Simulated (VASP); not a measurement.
# Si36C35 (a cell with a defect) in VASP: a series of runs

Si36C35 (a cell with a defect) is run at these levels: PBE; tasks: single point.

Program: VASP 6.6.1. These are calculated values, not measurements. Logs are shortened: lines on timing, memory, paths and dates and some standing lists are left out, and cuts for length are marked.

## (1) The cell of the first run

The cell holds a defect, 71 atoms: a = 9.276 Å, b = 9.276 Å, c = 10.149 Å, α = 90.00°, β = 90.00°, γ = 120.00°.

## (2) Single point, PBE

File INCAR:

```
  PREC = Accurate
  ENCUT = 520
  EDIFF = 1E-7
  ISMEAR = 0
  SIGMA = 0.01
  LREAL = Auto
  LASPH = True
  NELM = 80
  ALGO = Normal
  ISIF = 2
  LWAVE = False
  LCHARG = False
  GGA = PE
  NBANDS = 183
```

File KPOINTS:

```
Automatic mesh
0
Gamma
  1 1 1
```

File POSCAR:

```
Si36C35
1.0
    4.6379047741     -8.0330867095      0.0000000000
   -9.2758095483      0.0000000000      0.0000000000
    0.0000000000      0.0000000000    -10.1485845858
Si C
36 35
Direct
    0.4444444444      0.5555555556      0.2496012037
    0.4444444444      0.5555555556      0.7488841727
    0.1127283026      0.5549798431      0.2526903636
    0.1104210185      0.5562948001      0.7495361025
    0.7755848738      0.5549798431      0.2526903636
    0.7792071150      0.5562948001      0.7495361025
    0.4450201569      0.2244151262      0.2526903636
    0.4437051999      0.2207928850      0.7495361025
    0.1127283026      0.2244151262      0.2526903636
    0.1104210185      0.2207928850      0.7495361025
    0.7777777778      0.2222222222      0.2515132764
    0.7777777778      0.2222222222      0.7497134993
    0.4450201569      0.8872716974      0.2526903636
    0.4437051999      0.8895789815      0.7495361025
    0.1111111111      0.8888888889      0.2511496553
    0.1111111111      0.8888888889      0.7504633560
    0.7755848738      0.8872716974      0.2526903636
    0.7792071150      0.8895789815      0.7495361025
    0.5523096930      0.4476903070     -0.0053863699
    0.5558887498      0.4441112502      0.5026144416
    0.2287139474      0.4476903070     -0.0053863699
    0.2215558338      0.4441112502      0.5026144416
    0.8880345901      0.4427358468     -0.0005828743
    0.8891756367      0.4450179401      0.5002377506
    0.5572641532      0.1119654099     -0.0005828743
    0.5549820599      0.1108243633      0.5002377506
    0.2220514214      0.1107695094      0.0001869448
    0.2220362057      0.1107390780      0.5007940839
    0.8880345901      0.1119654099     -0.0005828743
    0.8891756367      0.1108243633      0.5002377506
    0.5523096930      0.7712860526     -0.0053863699
    0.5558887498      0.7784441662      0.5026144416
    0.2220514214      0.7779485786      0.0001869448
    0.2220362057      0.7779637943      0.5007940839
    0.8892304906      0.7779485786      0.0001869448
    0.8892609220      0.7779637943      0.5007940839
    0.4444444444      0.5555555556      0.5628663967
    0.1158441179      0.5567109072      0.0626336797
    0.1104392635      0.5563823645      0.5624303391
    0.7742001226      0.5567109072      0.0626336797
    0.7792764343      0.5563823645      0.5624303391
    0.4432890928      0.2257998774      0.0626336797
    0.4436176355      0.2207235657      0.5624303391
    0.1158441179      0.2257998774      0.0626336797
    0.1104392635      0.2207235657      0.5624303391
    0.7777777778      0.2222222222      0.0626129587
    0.7777777778      0.2222222222      0.5611215870
    0.4432890928      0.8841558821      0.0626336797
    0.4436176355      0.8895607365      0.5624303391
    0.1111111111      0.8888888889      0.0621226148
    0.1111111111      0.8888888889      0.5620212305
    0.7742001226      0.8841558821      0.0626336797
    0.7792764343      0.8895607365      0.5624303391
    0.5564217787      0.4435782213      0.3168898018
    0.5562472315      0.4437527685      0.8083655433
    0.2204897760      0.4435782213      0.3168898018
    0.2208388704      0.4437527685      0.8083655433
    0.8891633335      0.4449933337      0.3111015845
    0.8886374611      0.4439415889      0.8119470769
    0.5550066663      0.1108366665      0.3111015845
    0.5560584111      0.1113625389      0.8119470769
    0.2222062311      0.1110791288      0.3120887577
    0.2221285728      0.1109238122      0.8123753546
    0.8891633335      0.1108366665      0.3111015845
    0.8886374611      0.1113625389      0.8119470769
    0.5564217787      0.7795102240      0.3168898018
    0.5562472315      0.7791611296      0.8083655433
    0.2222062311      0.7777937689      0.3120887577
    0.2221285728      0.7778714272      0.8123753546
    0.8889208712      0.7777937689      0.3120887577
    0.8890761878      0.7778714272      0.8123753546
```

Potentials or basis: VASP PAW PBE potentials, release 64 (Si, C).

On the command line:

```sh
cat potpaw_PBE.64/Si/POTCAR potpaw_PBE.64/C/POTCAR > POTCAR
mpirun -np 1 vasp_gam > vasp.out
```

OUTCAR:

```text
PREC = Accurate
   ENCUT = 520
   EDIFF = 1E-7
   ISMEAR = 0
   LREAL = Auto
   LASPH = True
   NELM = 80
   ISIF = 2
   GGA = PE

 ion  position               nearest neighbor table
   1  0.444  0.556  0.250-  56 1.92  66 1.92  54 1.92   3 3.07  13 3.07   9 3.07  17 3.07   5 3.07
                             7 3.07  21 3.11  31 3.11  19 3.11  22 3.13  32 3.13  20 3.13
   2  0.444  0.556  0.749-  37 1.89  57 1.89  67 1.89  55 1.89  21 3.04  31 3.04  19 3.04  22 3.07
                            32 3.07  20 3.07   4 3.10  14 3.10  18 3.10  10 3.10   6 3.10   8 3.10
   3  0.113  0.555  0.253-  56 1.88  68 1.89  58 1.89  38 1.93   9 3.07   1 3.07  13 3.08  24 3.09
                            22 3.09  34 3.09  11 3.10  15 3.10  33 3.13   5 3.13  23 3.14
   4  0.110  0.556  0.750-  57 1.89  69 1.89  59 1.89  39 1.90   6 3.07  22 3.08  16 3.08  21 3.08
                            34 3.09  14 3.09  24 3.09  12 3.09   2 3.10  23 3.10  33 3.11  10 3.11
   5  0.776  0.555  0.253-  54 1.88  70 1.89  58 1.89  40 1.93   7 3.07   1 3.07  17 3.08  24 3.09
                            20 3.09  36 3.09  11 3.10  15 3.10  35 3.13   3 3.13  23 3.14
   6  0.779  0.556  0.750-  55 1.89  71 1.89  59 1.89  41 1.90   4 3.07  20 3.08  16 3.08  19 3.08
                            36 3.09  18 3.09  24 3.09  12 3.09   2 3.10  23 3.10  35 3.11   8 3.11
   7  0.445  0.224  0.253-  54 1.88  62 1.89  60 1.89  42 1.93   5 3.07   1 3.07   9 3.08  26 3.09
                            20 3.09  28 3.09  11 3.10  15 3.10  27 3.13  13 3.13  25 3.14
   8  0.444  0.221  0.750-  55 1.89  63 1.89  61 1.89  43 1.90  14 3.07  20 3.08  16 3.08  19 3.08
                            28 3.09  10 3.09  26 3.09  12 3.09   2 3.10  25 3.10  27 3.11   6 3.11
   9  0.113  0.224  0.253-  56 1.88  62 1.89  64 1.89  44 1.93   3 3.07   1 3.07   7 3.08  30 3.09
[... 88 lines left out ...]
  70  0.889  0.778  0.312-   5 1.89  17 1.89  15 1.89  36 1.92
  71  0.889  0.778  0.812-  18 1.89   6 1.89  16 1.89  35 1.91

  LATTYP: Found a hexagonal cell.
 ALAT       =     9.2758095483
 C/A-ratio  =     1.0940915219

  Lattice vectors:

 A1 = (   4.6379047741,  -8.0330867095,   0.0000000000)
 A2 = (  -9.2758095483,   0.0000000000,   0.0000000000)
 A3 = (   0.0000000000,   0.0000000000, -10.1485845858)

Analysis of symmetry for initial positions (statically):
=====================================================================
 Subroutine PRICEL returns:
 Original cell was already a primitive cell.

 Routine SETGRP: Setting up the symmetry group for a
 hexagonal supercell.

 Subroutine GETGRP returns: Found  6 space group operations
 (whereof  2 operations were pure point group operations)
 out of a pool of 24 trial point group operations.

The static configuration has the point symmetry C_1h.
 The point group associated with its full space group is C_3v.

Analysis of symmetry for dynamics (positions and initial velocities):
=====================================================================
 Subroutine PRICEL returns:
 Original cell was already a primitive cell.

 Routine SETGRP: Setting up the symmetry group for a
 hexagonal supercell.

 Subroutine GETGRP returns: Found  6 space group operations
 (whereof  2 operations were pure point group operations)
 out of a pool of 24 trial point group operations.

The dynamic configuration has the point symmetry C_1h.
 The point group associated with its full space group is C_3v.

 Subroutine INISYM returns: Found  6 space group operations
 (whereof  2 operations are pure point group operations),
 and found     1 'primitive' translations

----------------------------------------------------------------------------------------

                                     Primitive cell

  volume of cell :     756.2054

  direct lattice vectors                    reciprocal lattice vectors
     4.637904774 -8.033086709  0.000000000     0.000000000 -0.124485150  0.000000000
    -9.275809548  0.000000000  0.000000000    -0.107807302 -0.062242575  0.000000000
     0.000000000  0.000000000-10.148584586     0.000000000  0.000000000 -0.098535908

  length of vectors
     9.275809548  9.275809548 10.148584586     0.124485150  0.124485150  0.098535908

[... 163 lines left out ...]
     0.124485150  0.124485150  0.098535908

  Shift w.r.t. Gamma in fractional coordinates (k-lattice)
     0.000000000  0.000000000  0.000000000

 Subroutine IBZKPT returns following result:
 ===========================================

 Found      1 irreducible k-points:

 Following reciprocal coordinates:
            Coordinates               Weight
  0.000000  0.000000  0.000000      1.000000
   k-points           NKPTS =      1   k-points in BZ     NKDIM =      1   number of bands    NBANDS=    183
   number of dos      NEDOS =    301   number of ions     NIONS =     71
   total plane-waves  NPLWV = 392000
   dimension x,y,z NGX =    70 NGY =   70 NGZ =   80
   dimension x,y,z NGXF=   140 NGYF=  140 NGZF=  160
   ions per type =              36  35
   NGX,Y,Z   is equivalent  to a cutoff of  12.55, 12.55, 13.10 a.u.
   NGXF,Y,Z  is equivalent  to a cutoff of  25.09, 25.09, 26.21 a.u.
 SYSTEM =  unknown system
   PREC   = accura    normal or accurate (medium, high low for compatibility)
   ISTART =      0    job   : 0-new  1-cont  2-samecut
   ICHARG =      2    charge: 1-file 2-atom 10-const
   ISPIN  =      1    spin polarized calculation?
   LNONCOLLINEAR =      F non collinear calculations
   LSORBIT =      F    spin-orbit coupling
   LASPH  =      T    aspherical Exc in radial PAW
   ENCUT  =  520.0 eV  38.22 Ry    6.18 a.u.  17.25 17.25 18.87*2*pi/ulx,y,z
   NELM   =     80;   NELMIN=  2; NELMDL= -5     # of ELM steps
   EDIFF  = 0.1E-06   stopping-criterion for ELM
   LREAL  =      T    real-space projection
   EDIFFG = 0.1E-05   stopping-criterion for IOM
   NSW    =      0    number of steps for IOM
   IBRION =     -1    ionic relax: 0-MD 1-quasi-New 2-CG
   NFREE  =      0    steps in history (QN), initial steepest desc. (CG)
   ISIF   =      2    stress and relaxation
   ISYM   =      2    0-nonsym 1-usesym 2-fastsym
   POTIM  = 0.5000    time-step for ionic-motion
   TEBEG  =    0.0;   TEEND  =   0.0 temperature during run
   PSTRESS=    0.0 pullay stress
   NELECT =     284.0000    total number of electrons
   NUPDOWN=      -1.0000    fix difference up-down
   EMIN   =  10.00;   EMAX   =-10.00  energy-range for DOS
   EFERMI =   0.00;   METHOD = LEGACY
   ISMEAR =     0;   SIGMA  =   0.01  broadening in eV -4-tet -1-fermi 0-gaus
   EFERMI_NEDOS =   21; number of points for ismear=-14 and -15
   IALGO  =     38    algorithm
   IMIX   =      4    mixing-type and parameters
     AMIX     =   0.40;   BMIX     =  1.00
     AMIX_MAG =   1.60;   BMIX_MAG =  1.00
  volume/ion in A,a.u.               =      10.65        71.88
  Fermi-wavevector in a.u.,A,eV,Ry     =   1.181139  2.232029 18.981344  1.395089
  Thomas-Fermi vector in A             =   2.317418
   LORBIT       =      0    0 simple, 1 ext, 2 COOP (PROOUT), +10 PAW based schemes
   GGA     = PE    functional components
   LHFCALC =     F    Hartree Fock is set to
   AEXX    =    0.0000 exact exchange contribution
   IVDW    =     0    specifies the selected vdW correction
   LEPSILON=     F    determine dielectric tensor
   LRPA    =     F    only Hartree local field effects (RPA)
 non-spin polarized calculation
 Gauss-broadening in eV      SIGMA  =   0.01
  energy-cutoff  :      520.00
  volume of cell :      756.21
 maximum number of plane-waves:     10189
 NGX is ok and might be reduce to    70
   NGX = 35   NGY = 35   NGZ = 37

 number of electron     284.0000003 magnetization

 Free energy of the ion-electron system (eV)
  ---------------------------------------------------
  ext. energy  EPLUGINS =         0.00000000
  ---------------------------------------------------
  free energy    TOTEN  =      -520.03165229 eV

  energy without entropy =     -520.03165229  energy(sigma->0) =     -520.03165229

 E-fermi :   9.7831     XC(G=0): -11.2246

 val. band max:        9.6959351251   @ k =   0.0000   0.0000   0.0000
 cond. band min:      10.1235595231   @ k =   0.0000   0.0000   0.0000
 fundamental gap:      0.4276243980
 Fermi energy:         9.7830537458

 k-point     1 :       0.0000    0.0000    0.0000
  band No.  band energies     occupation
      1      -7.3705      2.00000
      2      -6.2094      2.00000
      3      -6.1782      2.00000
      4      -5.6101      2.00000
      5      -5.5964      2.00000
      6      -5.5964      2.00000
[... 146 lines left out ...]
    153      11.7959      0.00000
    154      11.7959      0.00000
 [bands above 154 left out]

------------------------ aborting loop because EDIFF is reached ----------------------------------------

  FORCE on cell =-STRESS in cart. coord.  units (eV):
  Direction    XX          YY          ZZ          XY          YZ          ZX
  --------------------------------------------------------------------------------------
  -------------------------------------------------------------------------------------
  Total       -0.2201359     -0.2201359      5.8875458     -0.0000000     -0.0000000     -0.0000000
  in kB       -0.4664034     -0.4664034     12.4739825     -0.0000000     -0.0000000     -0.0000000
  external PRESSURE =       3.8470586 kB  Pullay stress =       0.0000000 kB

 VOLUME and BASIS-vectors are now :
 -----------------------------------------------------------------------------
  energy-cutoff  :      520.00
  volume of cell :      756.21
      direct lattice vectors                 reciprocal lattice vectors
     4.637904774 -8.033086709  0.000000000     0.000000000 -0.124485150  0.000000000
    -9.275809548  0.000000000  0.000000000    -0.107807302 -0.062242575  0.000000000
     0.000000000  0.000000000-10.148584586     0.000000000  0.000000000 -0.098535908

 POSITION                                       TOTAL-FORCE (eV/Angst)
 -----------------------------------------------------------------------------------
     -3.09194     -3.57026     -2.53310         0.000000      0.000000     -0.002802
     -3.09194     -3.57026     -7.60011         0.000000      0.000000      0.008059
     -4.62506     -0.90556     -2.56445        -0.001311      0.000096     -0.001067
     -4.64796     -0.88702     -7.60673         0.000127      0.000355      0.000011
     -1.55080     -6.23034     -2.56445        -0.000572     -0.001183     -0.001067
     -1.54620     -6.25944     -7.60673         0.000371     -0.000068      0.000011
[... 63 lines left out ...]
     -3.09194     -7.14078     -3.16726         0.000000      0.001982     -0.000849
     -3.09194     -7.14203     -8.24446         0.000000      0.001398     -0.001342
 -----------------------------------------------------------------------------------
    total drift:                               -0.000013      0.000008     -0.004639

  FREE ENERGIE OF THE ION-ELECTRON SYSTEM (eV)
  ---------------------------------------------------
  free  energy   TOTEN  =      -520.0316522856 eV

  energy  without entropy=     -520.0316522856  energy(sigma->0) =     -520.03165229
```

Run time: 3.8 min. Hardware: 1 thread of Intel Xeon Platinum 8488C (Sapphire Rapids), shared host; peak memory 0.72 GiB.

Results:

| Quantity | Value |
| --- | --- |
| Free energy | -520.0317 eV |
| Pressure | 0.4 GPa |
| Largest force | 0.011 eV/Å |
| Band gap on the k mesh | 0.43 eV |

Forces on the atoms (eV/Å):
```
Si   0.000  0.000 -0.003
Si   0.000  0.000  0.008
Si  -0.001  0.000 -0.001
Si   0.000  0.000  0.000
Si  -0.001 -0.001 -0.001
Si   0.000  0.000  0.000
Si   0.001  0.001 -0.001
Si   0.000  0.000  0.000
Si   0.001  0.000 -0.001
Si   0.000  0.000  0.000
Si   0.000  0.000  0.003
Si   0.000  0.000  0.001
Si  -0.001  0.001 -0.001
Si   0.000  0.000  0.000
Si   0.000  0.000  0.000
Si   0.000  0.000  0.001
Si   0.001 -0.001 -0.001
Si   0.000  0.000  0.000
Si   0.004 -0.002  0.004
Si  -0.002  0.001  0.002
Si   0.000  0.005  0.004
Si   0.000 -0.002  0.002
Si   0.004  0.002  0.003
Si  -0.001  0.000  0.000
Si   0.000 -0.005  0.003
Si   0.000  0.001  0.000
Si   0.001  0.001 -0.001
Si   0.000  0.000 -0.001
Si  -0.004  0.002  0.003
Si   0.001  0.000  0.000
Si  -0.004 -0.002  0.004
Si   0.002  0.001  0.002
Si  -0.001  0.001 -0.001
Si   0.000  0.000 -0.001
Si   0.000 -0.001 -0.001
Si   0.000  0.000 -0.001
C    0.000  0.000  0.002
C   -0.008  0.001 -0.008
C    0.001  0.001  0.002
C   -0.003 -0.007 -0.008
C    0.001  0.000  0.002
C    0.005  0.006 -0.008
C    0.000 -0.001  0.002
C    0.008  0.001 -0.008
C   -0.001  0.001  0.002
C    0.000  0.000 -0.004
C    0.000  0.000 -0.003
C   -0.005  0.006 -0.008
C    0.000 -0.001  0.002
C    0.000  0.000 -0.006
C    0.000  0.000 -0.001
C    0.003 -0.007 -0.008
C   -0.001  0.000  0.002
C   -0.001  0.001  0.008
C   -0.002  0.001  0.004
C    0.000 -0.001  0.008
C    0.000 -0.003  0.004
C    0.000  0.000 -0.003
C   -0.002 -0.001  0.001
C    0.000 -0.001 -0.003
C    0.000  0.003  0.001
C   -0.002 -0.001 -0.001
C   -0.001 -0.001 -0.001
C    0.000  0.000 -0.003
C    0.002 -0.001  0.001
C    0.001  0.001  0.008
C    0.002  0.001  0.004
C    0.002 -0.001 -0.001
C    0.001 -0.001 -0.001
C    0.000  0.002 -0.001
C    0.000  0.001 -0.001
```

Levels at points of the mesh, in eV from the valence-band top:
```csv
k point,band 139,band 140,band 141,band 142,band 143,band 144,band 145,band 146
"(0.00, 0.00, 0.00)",-1.91,-1.74,-1.74,0.00,0.43,0.43,0.99,0.99
```

Caveat: the k points lie up to 0.78 Å⁻¹ apart.

[end of part 1 of 3]
